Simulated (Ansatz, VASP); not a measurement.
## SiC: VASP beside Ansatz

```
CELL_PARAMETERS angstrom
0.00000 2.18613 2.14898
2.18613 0.00000 2.14898
2.18613 2.18613 0.00000
ATOMIC_POSITIONS crystal
Si 0.00000 0.00000 0.00000
C 0.25000 0.25000 0.25000
```

Change from the starting cell: strained cell.

Alike in both runs: functional LDA; k mesh 10 × 10 × 10; occupations gaussian, width 0.02 eV; no spin polarisation.

Ansatz relaxed the structure, and its values are those at the end. VASP's run is a single point on that final structure, the one shown.

|  | VASP | Ansatz |
| --- | --- | --- |
| version | VASP 6.6.1 | Ansatz 0.2.0 |
| potentials or method | VASP PAW LDA potentials, release 64 (Si, C), cutoff 600 eV | scalar-relativistic, plane waves, PAW |
| valence electrons in the cell | 8 | 8 |

```tsv
	VASP	Ansatz	Ansatz less VASP
gap on the k mesh at the Fermi level (eV)	1.12	1.13	+0.012
least direct gap on the mesh (eV)	4.48	4.50	+0.012
pressure (GPa)	-2.6	-2.9	-0.25
```

LDA's correlation is that of Perdew and Zunger in VASP and of Perdew and Wang (1992) in Ansatz. Ansatz's warnings: stress scf threshold loose.
